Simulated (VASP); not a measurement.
# MgS (Fm-3m) in VASP: further runs, part 2 of 2

VASP 6.6.1. Earlier steps stand in the parts before.

## 3. Relaxation of cell and atoms, PBEsol, target pressure 10 GPa, at which the enthalpy is minimised

Input file INCAR:

```
SYSTEM = MgS
PREC = Accurate ; ENCUT = 600
EDIFF = 1E-6 ; ISMEAR = 0
SIGMA = 0.01 ; LREAL = .FALSE.
LASPH = .TRUE. ; NELM = 80
ALGO = Normal ; ISIF = 3
LWAVE = .FALSE. ; LCHARG = .FALSE.
GGA = PS ; IBRION = 2
NSW = 100 ; EDIFFG = -0.002
PSTRESS = 100.0
```

Input file KPOINTS:

```
regular mesh
0
G
  8 8 8
  0 0 0
```

Input file POSCAR:

```
MgS
1.0
    2.5909610208      2.5909610208      0.0000000000
   -2.5909610208      2.5909610208      0.0000000000
    0.0000000000      2.5909610208      2.5909610208
Mg S
1 1
Direct
    0.0000000000      0.0000000000      0.0000000000
    0.5000000000      0.5000000000      0.0000000000
```

Potentials or basis: VASP PAW PBE potentials, release 64 (Mg, S).

On the command line:

```console
cat potpaw_PBE.64/Mg/POTCAR potpaw_PBE.64/S/POTCAR > POTCAR
mpirun -np 1 vasp_std > vasp.out
```

OUTCAR:

```text
SYSTEM = MgS
   PREC = Accurate
   ENCUT = 600
   EDIFF = 1E-6
   ISMEAR = 0
   LREAL = .FALSE.
   LASPH = .TRUE.
   NELM = 80
   ISIF = 3
   GGA = PS
   IBRION = 2
   NSW = 100
   EDIFFG = -0.002
   PSTRESS = 100.0

 ion  position               nearest neighbor table
   1  0.000  0.000  0.000-   2 2.59   2 2.59   2 2.59   2 2.59   2 2.59   2 2.59
   2  0.500  0.500  0.000-   1 2.59   1 2.59   1 2.59   1 2.59   1 2.59   1 2.59

  LATTYP: Found a face centered cubic cell.
 ALAT       =     5.1819220416

  Lattice vectors:

 A1 = (   0.0000000000,   2.5909610208,   2.5909610208)
 A2 = (   2.5909610208,   0.0000000000,   2.5909610208)
 A3 = (   2.5909610208,   2.5909610208,   0.0000000000)

Analysis of symmetry for initial positions (statically):
=====================================================================
[... 177 lines left out ...]

 val. band max:        3.7861871013   @ k =   0.0000   0.0000   0.0000
 cond. band min:       6.5158826868   @ k =   0.5000   0.5000   0.0000
 fundamental gap:      2.7296955855
 Fermi energy:         3.8602542421

 k-point     1 :       0.0000    0.0000    0.0000
  band No.  band energies     occupation
      1      -8.9683      2.00000
      2       3.7862      2.00000
      3       3.7862      2.00000
      4       3.7862      2.00000
      5       7.4765      0.00000
      6      11.6322      0.00000
      7      11.6322      0.00000
      8      11.6322      0.00000
[... 442 lines left out ...]
--------------------------------------- Ionic step        6  -------------------------------------------

 number of electron       7.9999999 magnetization

 Free energy of the ion-electron system (eV)
  ---------------------------------------------------
  ext. energy  EPLUGINS =         0.00000000
  ---------------------------------------------------
  free energy    TOTEN  =        -8.97884877 eV

  energy without entropy =       -8.97884877  energy(sigma->0) =       -8.97884877

 E-fermi :   4.8775     XC(G=0): -10.3302

 val. band max:        4.7917007427   @ k =   0.0000   0.0000   0.0000
 cond. band min:       7.7299838322   @ k =   0.5000   0.5000   0.0000
 fundamental gap:      2.9382830895
 Fermi energy:         4.8774752640

 k-point     1 :       0.0000    0.0000    0.0000
  band No.  band energies     occupation
      1      -8.6210      2.00000
      2       4.7917      2.00000
      3       4.7917      2.00000
      4       4.7917      2.00000
      5       9.3705      0.00000
      6      12.5405      0.00000
      7      12.5405      0.00000
      8      12.5405      0.00000
[... 286 lines left out ...]
  energy  without entropy=       -8.9788487670  energy(sigma->0) =       -8.97884877

  enthalpy is  TOTEN    =        -7.0233685939 eV   P V=        1.9554801731

 reached required accuracy - stopping structural energy minimisation
```

OSZICAR:

```text
N       E                     dE             d eps       ncg     rms          rms(c)
DAV:   1     0.255274349730E+02    0.25527E+02   -0.39822E+03   472   0.919E+02
DAV:   2    -0.833255268906E+01   -0.33860E+02   -0.32409E+02   648   0.111E+02
DAV:   3    -0.943858887660E+01   -0.11060E+01   -0.11060E+01   584   0.276E+01
DAV:   4    -0.944227459548E+01   -0.36857E-02   -0.36857E-02   712   0.183E+00
[... 40 lines left out ...]
       N       E                     dE             d eps       ncg     rms          rms(c)
DAV:   1    -0.897887278232E+01    0.18326E-02   -0.51725E-04   560   0.153E-01    0.382E-02
DAV:   2    -0.897885114396E+01    0.21638E-04   -0.57653E-05   464   0.429E-02    0.126E-02
DAV:   3    -0.897884867700E+01    0.24670E-05   -0.13816E-05   528   0.213E-02    0.954E-03
DAV:   4    -0.897884876699E+01   -0.89994E-07   -0.88668E-08   248   0.283E-03
   6 F= -.70233686E+01 E0= -.70233686E+01  d E =-.371372E-04
```

CONTCAR:

```text
MgS
   1.00000000000000
     2.5021384376586173    2.5021384376586173    0.0000000000000000
    -2.5021384376586173    2.5021384376586173    0.0000000000000000
     0.0000000000000000    2.5021384376586173    2.5021384376586173
  Mg              S
     1     1
Direct
     0.0000000000000000    0.0000000000000000    0.0000000000000000
     0.5000000000000000    0.5000000000000000    0.0000000000000000

  0.00000000E+00  0.00000000E+00  0.00000000E+00
  0.00000000E+00  0.00000000E+00  0.00000000E+00
```

It took 20 s on 1 thread of Intel Xeon 6975P-C (Granite Rapids), shared host; peak memory 0.17 GiB.

Results:

```yaml
Free_energy: -8.9788 eV
Relaxed_volume: 15.67 Å³/atom
Relaxed_cell: a = 3.539 Å, b = 3.539 Å, c = 3.539 Å, α = 60.00°, β = 60.00°, γ = 90.00°
Space_group_after_relaxing_to_0.05_Å: Fm-3m (No. 225)
Energy_change_on_relaxing_the_enthalpy_is_what_falls: +48.3 meV/atom
Ionic_steps: 6
Pressure_after_relaxing: 10.0 GPa
Band_gap_on_the_k_mesh: 2.94 eV, indirect (least direct gap 4.58 eV)
```

Step by step:
```
step  energy change (eV)  largest force (eV/Å)  pressure (GPa)  volume (Å³)
   1              0.0000                0.0000           -0.17        34.79
   2              0.2521                0.0000           17.86        29.52
   3              0.0961                0.0000            9.95        31.34
   4              0.1003                0.0000           10.21        31.27
   5              0.0948                0.0000            9.89        31.36
   6              0.0967                0.0000           10.00        31.33
```

Final structure:
```
Mg S
1.0
     2.50214    2.50214    0.00000
    -2.50214    2.50214    0.00000
     0.00000    2.50214    2.50214
Mg S
1 1
Direct
  0.00000 0.00000 0.00000
  0.50000 0.50000 0.00000
```

Caveat: the cell is relaxed towards a set pressure, so the enthalpy falls and the energy may rise; the PAW data sets were made with another functional, which shifts forces and pressure a little.

## 4. Relaxation of cell and atoms, PBEsol, target pressure 15 GPa, at which the enthalpy is minimised

Input file INCAR:

```
PREC = Accurate
ENCUT = 600
EDIFF = 1E-6
ISMEAR = 0
SIGMA = 0.01
LREAL = False
LASPH = True
NELM = 80
ALGO = Normal
ISIF = 3
LWAVE = False
LCHARG = False
GGA = PS
IBRION = 2
NSW = 100
EDIFFG = -0.002
PSTRESS = 150.0
```

Input file KPOINTS:

```
Automatic mesh
0
Gamma
  8 8 8
```

POSCAR is that of step 3.

On the command line:

```console
cat potpaw_PBE.64/Mg/POTCAR potpaw_PBE.64/S/POTCAR > POTCAR
mpirun -np 1 vasp_std > vasp.out
```

It took 20 s on 1 thread of Intel Xeon 6975P-C (Granite Rapids), shared host; peak memory 0.18 GiB.

It converged, with:

- Free energy: -8.8851 eV
- Relaxed volume: 15.06 Å³/atom
- Relaxed cell: a = 3.492 Å, b = 3.492 Å, c = 3.492 Å, α = 60.00°, β = 60.00°, γ = 90.00°
- Space group after relaxing (to 0.05 Å): Fm-3m (No. 225)
- Energy change on relaxing (the enthalpy is what falls): +95.2 meV/atom
- Ionic steps: 6
- Pressure after relaxing: 15.0 GPa
- Band gap on the k mesh: 3.01 eV, indirect (least direct gap 4.94 eV)

The path:
```
step  energy change (eV)  largest force (eV/Å)  pressure (GPa)  volume (Å³)
   1              0.0000                0.0000           -0.17        34.79
   2              0.6175                0.0000           32.22        27.14
   3              0.1858                0.0000           14.76        30.17
   4              0.1940                0.0000           15.17        30.08
   5              0.1881                0.0000           14.89        30.15
   6              0.1904                0.0000           15.00        30.12
```

Final structure:
```
CELL_PARAMETERS angstrom
2.46951 2.46951 0.00000
-2.46951 2.46951 0.00000
0.00000 2.46951 2.46951
ATOMIC_POSITIONS crystal
Mg 0.00000 0.00000 0.00000
S 0.50000 0.50000 0.00000
```

Levels at points of the mesh, in eV from the valence-band top:
```tsv
k point	band 1	band 2	band 3	band 4	band 5	band 6	band 7	band 8
(0.00, 0.00, 0.00)	-13.69	0.00	0.00	0.00	4.94	7.70	7.70	7.70
(0.50, 0.00, 0.00)	-11.91	-5.80	-0.81	-0.81	4.61	6.97	6.97	11.67
(0.50, 0.50, 0.00)	-11.40	-5.15	-2.09	-2.09	3.01	3.69	13.25	13.48
```

Caveat: the cell is relaxed towards a set pressure, so the enthalpy falls and the energy may rise; the PAW data sets were made with another functional, which shifts forces and pressure a little.

## 5. Overview

| cell | gap on the mesh (eV) | pressure (GPa) |
| --- | --- | --- |
| relaxed to 7 GPa | 2.89 | 7.0 |
| relaxed to 10 GPa | 2.94 | 10.0 |
| relaxed to 15 GPa | 3.01 | 15.0 |

Alike in all rows: task relaxation of cell and atoms; level PBEsol; potentials or basis VASP PAW PBE potentials, release 64 (Mg, S); no spin polarisation; k mesh 8 × 8 × 8; cutoff (eV) 600; smearing gaussian 0.01 eV.

Caveats: the cell is relaxed towards a set pressure, so the enthalpy falls and the energy may rise; the PAW data sets were made with another functional, which shifts forces and pressure a little.

Absolute energies hang on the potentials; compare differences alone.
